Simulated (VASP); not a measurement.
InAs: single point with PBEsol

The system is InAs, a slab with vacuum.

```xyz
14
Lattice="4.3047 0.0000 0.0000 0.0000 6.0878 0.0000 0.0000 0.0000 27.9141" Properties=species:S:1:pos:R:3 pbc="T T T"
In    2.1524    3.4003    7.9987
In    0.0000   -0.1143    9.5533
In    2.1524    2.9663   11.8315
In    0.0000   -0.0990   13.9571
In    2.1524    2.9663   16.0826
In    0.0000   -0.1143   18.3609
In    2.1524    3.4003   19.9155
As    0.0000    4.6735    7.2426
As    2.1524    1.4129    9.6841
As    0.0000    4.5007   11.7759
As    2.1524    1.4251   13.9571
As    0.0000    4.5007   16.1383
As    2.1524    1.4129   18.2301
As    0.0000    4.6734   20.6716
```

* Program: VASP 6.6.1
* Task: single point
* Functional: PBEsol
* Potentials or basis: VASP PAW PBE potentials, release 64 (In_d, As)
* Cutoff: 520 eV
* k mesh: 8 × 6 × 1
* Occupations: gaussian, width 0.1 eV
* Spin: no spin polarisation
* Dipole correction: yes
* Further INCAR settings: ALGO = Normal; EDIFF = 1e-06; NBANDS = 76

- Largest force: 0.023 eV/Å
- Band gap on the k mesh: 0.46 eV

Forces in eV/Å, atoms in the order of the input:
```
In   0.000 -0.011  0.002
In   0.000  0.003 -0.001
In   0.000 -0.002  0.003
In   0.000  0.003  0.000
In   0.000 -0.002 -0.003
In   0.000  0.003  0.001
In   0.000 -0.011 -0.002
As   0.000  0.011 -0.020
As   0.000 -0.003 -0.003
As   0.000  0.001  0.002
As   0.000  0.001  0.000
As   0.000  0.001 -0.002
As   0.000 -0.003  0.003
As   0.000  0.011  0.020
```

Levels at points of the mesh, in eV from the valence-band top:
```csv
k point,band 60,band 61,band 62,band 63,band 64,band 65,band 66,band 67
"(0.00, 0.00, 0.00)",-0.35,-0.31,-0.15,0.00,0.46,1.32,1.56,1.73
"(0.50, 0.00, 0.00)",-1.50,-1.26,-1.13,-0.88,0.83,1.13,1.91,2.03
"(0.00, 0.50, 0.00)",-0.92,-0.87,-0.86,-0.72,0.95,1.12,1.50,1.58
"(0.50, 0.50, 0.00)",-1.28,-1.09,-0.76,-0.73,0.88,1.56,1.64,2.67
```

Wall time 12 min on 4 MPI ranks on Intel(R) Xeon(R) Platinum 8259CL CPU @ 2.50GHz (Skylake/Cascade Lake), on a shared host, peak memory 1.2 GiB a rank.

Caveat: semilocal functionals underestimate gaps, and a narrow one can read as zero; the PAW data sets were made with another functional, which shifts forces and pressure a little; spin-orbit coupling is left out, which moves the levels of the heavy elements.
